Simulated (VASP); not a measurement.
**HfN: single point with PBE**

Crystal: HfN.

```xyz
2
Lattice="0.0000 2.3268 2.2738 2.2738 0.0000 2.2738 2.2738 2.3268 0.0000" Properties=species:S:1:pos:R:3 pbc="T T T"
Hf    0.0000    0.0031    0.0000
N     2.2738    2.2871    2.2738
```

This cell differs from its parent crystal: mode 5 frozen in at -0.039 Å, normal strain along y +0.0233.

* Program: VASP 6.6.1
* Task: single point
* Functional: PBE
* Potentials or basis: VASP PAW PBE potentials, release 64 (Hf_pv, N)
* Cutoff: 520 eV
* k mesh: 16 × 16 × 16
* Occupations: gaussian, width 0.15 eV
* Spin: no spin polarisation

The pressure is -7.5 GPa and the largest force is 0.350 eV/Å.

Forces on the atoms (eV/Å):
```
Hf   0.000 -0.350  0.000
N    0.000  0.350  0.000
```

Stress tensor (GPa, compression positive):
```
 -4.62   0.00   0.00
  0.00 -13.31   0.00
  0.00   0.00  -4.62
```

Levels at points of the mesh, in eV from the Fermi level:
| k point | band 6 | band 7 | band 8 | band 9 | band 10 | band 11 |
| --- | --- | --- | --- | --- | --- | --- |
| (0.00, 0.00, 0.00) | -2.98 | -2.98 | -0.49 | -0.22 | -0.22 | 1.13 |
| (0.50, 0.00, 0.00) | -5.99 | -5.98 | 3.07 | 3.42 | 3.55 | 4.20 |
| (0.50, 0.50, 0.00) | -3.95 | -3.75 | -3.35 | 3.80 | 5.03 | 5.15 |
| (0.50, 0.00, 0.50) | -3.61 | -3.61 | -3.59 | 3.87 | 5.10 | 5.18 |

It took 45 s on 1 thread of Intel Xeon 6975P-C (shared host), peak memory 0.24 GiB.

Caveat: the cell differs from its parent crystal (mode 5 frozen in at -0.039 Å, normal strain along y +0.0233); spin-orbit coupling is left out, which moves the levels of the heavy elements.
